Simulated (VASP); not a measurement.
# Ti4O in VASP: a series of runs, part 2 of 2

VASP 6.6.1. Earlier steps stand in the parts before.

## (4) Single point, PBEsol

Contents of INCAR:

```
SYSTEM = Ti4O
PREC = Accurate ; ENCUT = 520
EDIFF = 1E-6 ; ISMEAR = 0
SIGMA = 0.1 ; LREAL = .False.
LASPH = .True. ; NELM = 60
ALGO = Normal ; ISIF = 2
LWAVE = .False. ; LCHARG = .False.
LDIPOL = .True. ; IDIPOL = 3
DIPOL = 0.5 0.5 0.492 ; GGA = PS
NBANDS = 35
```

Contents of KPOINTS:

```
regular mesh
0
Gamma
  12 12 1
  0 0 0
```

Contents of POSCAR:

```
Ti4O
1.0
    2.8679135954      0.0000000000      0.0000000000
   -1.4339567977      2.4836860295      0.0000000000
    0.0000000000      0.0000000000     26.0249249352
Ti O
4 1
Direct
    0.6666666667      0.3333333333      0.3266099719
    0.3333333333      0.6666666667      0.4165868556
    0.0000000000      0.0000000000      0.5080269110
    0.6666666667      0.3333333333      0.5921085072
    1.3333333333      0.6666666667      0.6161697654
```

Potentials or basis: VASP PAW PBE potentials, release 64 (Ti_sv, O).

On the command line:

```
$ cat potpaw_PBE.64/Ti_sv/POTCAR potpaw_PBE.64/O/POTCAR > POTCAR
$ mpirun -np 1 vasp_std > vasp.out
```

OUTCAR:

```text
SYSTEM = Ti4O
   PREC = Accurate
   ENCUT = 520
   EDIFF = 1E-6
   ISMEAR = 0
   LREAL = .False.
   LASPH = .True.
   NELM = 60
   ISIF = 2
   GGA = PS

 ion  position               nearest neighbor table
   1  0.667  0.333  0.327-   2 2.87   2 2.87   2 2.87
   2  0.333  0.667  0.417-   1 2.87   1 2.87   1 2.87   3 2.90   3 2.90   3 2.90
   3  0.000  0.000  0.508-   4 2.74   4 2.74   4 2.74   2 2.90   2 2.90   2 2.90
   4  0.667  0.333  0.592-   5 1.77   5 1.77   5 1.77   3 2.74   3 2.74   3 2.74
   5  0.333  0.667  0.616-   4 1.77   4 1.77   4 1.77

  LATTYP: Found a hexagonal cell.
 ALAT       =     2.8679135954
 C/A-ratio  =     9.0745149983

  Lattice vectors:

 A1 = (   2.8679135954,   0.0000000000,   0.0000000000)
 A2 = (  -1.4339567977,   2.4836860295,   0.0000000000)
 A3 = (   0.0000000000,   0.0000000000,  26.0249249352)

Analysis of symmetry for initial positions (statically):
=====================================================================
 Subroutine PRICEL returns:
 Original cell was already a primitive cell.
[... 179 lines left out ...]
 fundamental gap:      0.0129524866
 Fermi energy:         0.8936121625

 k-point     1 :       0.0000    0.0000    0.0000
  band No.  band energies     occupation
      1     -56.1190      2.00000
      2     -55.6986      2.00000
      3     -55.4551      2.00000
      4     -55.1488      2.00000
      5     -32.5693      2.00000
      6     -32.3137      2.00000
[... 711 lines left out ...]
     34       3.0829      0.00000
     35       3.3373      0.00000

------------------------ aborting loop because EDIFF is reached ----------------------------------------

 vacuum level on the upper side and lower side of the slab       (xc-potential included)        -0.701         0.448

  FORCE on cell =-STRESS in cart. coord.  units (eV):
  Direction    XX          YY          ZZ          XY          YZ          ZX
  --------------------------------------------------------------------------------------
  -------------------------------------------------------------------------------------
  Total        9.0622081      9.0622081      6.4101794      0.0000000      0.0000000      0.0000000
  in kB       78.3235512     78.3235512     55.4023931      0.0000000      0.0000000      0.0000000
  external PRESSURE =      70.6831652 kB  Pullay stress =       0.0000000 kB

 VOLUME and BASIS-vectors are now :
 -----------------------------------------------------------------------------
  energy-cutoff  :      520.00
  volume of cell :      185.38
      direct lattice vectors                 reciprocal lattice vectors
     2.867913595  0.000000000  0.000000000     0.348685540  0.201313690  0.000000000
    -1.433956798  2.483686029  0.000000000     0.000000000  0.402627380  0.000000000
     0.000000000  0.000000000 26.024924935     0.000000000  0.000000000  0.038424703

 POSITION                                       TOTAL-FORCE (eV/Angst)
 -----------------------------------------------------------------------------------
      1.43396      0.82790      8.50000         0.000000     -0.000000      0.514067
     -0.00000      1.65579     10.84164        -0.000000     -0.000000     -0.317065
      0.00000      0.00000     13.22136         0.000000      0.000000     -2.471630
      1.43396      0.82790     15.40958        -0.000000     -0.000000     -2.762725
     -0.00000      1.65579     16.03577         0.000000      0.000000      5.037352
 -----------------------------------------------------------------------------------
    total drift:                               -0.000000      0.000000      0.001010

  FREE ENERGIE OF THE ION-ELECTRON SYSTEM (eV)
  ---------------------------------------------------
  free  energy   TOTEN  =       -40.9108456367 eV

  energy  without entropy=      -40.8813812357  energy(sigma->0) =      -40.89611344

 vacuum level on the upper side and lower side of the slab         4.425         5.553
```

OSZICAR:

```text
N       E                     dE             d eps       ncg     rms          rms(c)
DAV:   1     0.721332478719E+03    0.72133E+03   -0.29715E+04  1498   0.159E+03
DAV:   2     0.621835088556E+02   -0.65915E+03   -0.64574E+03  1438   0.504E+02
DAV:   3    -0.341171285967E+02   -0.96301E+02   -0.94714E+02  2183   0.171E+02
[... 25 lines left out ...]
DAV:  29    -0.409108061263E+02   -0.23285E-04   -0.12463E-05  1680   0.250E-02    0.729E-03
DAV:  30    -0.409108215079E+02   -0.15382E-04   -0.38969E-06  1053   0.101E-02    0.403E-03
DAV:  31    -0.409108319407E+02   -0.10433E-04   -0.11169E-06   908   0.605E-03    0.259E-03
DAV:  32    -0.409108398762E+02   -0.79355E-05   -0.13446E-06  1006   0.510E-03    0.197E-03
DAV:  33    -0.409108447196E+02   -0.48434E-05   -0.90227E-07   855   0.482E-03    0.120E-03
DAV:  34    -0.409108456367E+02   -0.91710E-06   -0.14187E-07   709   0.230E-03
   1 F= -.40910846E+02 E0= -.40896113E+02  d E =-.294644E-01
```

Wall time 2.7 min (1 thread of Intel Xeon 6975P-C (Granite Rapids), shared host); peak memory 0.37 GiB.

What came out:

```
Free energy            : -40.9108 eV
Largest force          : 5.037 eV/Å
Band gap on the k mesh : zero (bands 27 and 28 overlap by 0.87 eV)
```

Forces on the atoms (eV/Å):
```
Ti   0.000  0.000  0.514
Ti   0.000  0.000 -0.317
Ti   0.000  0.000 -2.472
Ti   0.000  0.000 -2.763
O    0.000  0.000  5.037
```

Caveat: the PAW data sets were made with another functional, which shifts forces and pressure a little.

## (5) The runs side by side

| cell | gap on the mesh (eV) | largest force (eV/Å) |
| --- | --- | --- |
| as given, atomic positions A | none | 1.69 |
| as given, atomic positions B | none | 5.14 |
| as given, atomic positions C | none | 5.04 |

Alike in all rows: task single point; level PBEsol; potentials or basis VASP PAW PBE potentials, release 64 (Ti_sv, O); no spin polarisation; k mesh 12 × 12 × 1; cutoff (eV) 520; smearing gaussian 0.1 eV.

Caveats: the PAW data sets were made with another functional, which shifts forces and pressure a little.

Absolute energies hang on the potentials; compare differences alone.

The gap in the log of VASP goes by the Fermi energy; the results here count the filled bands.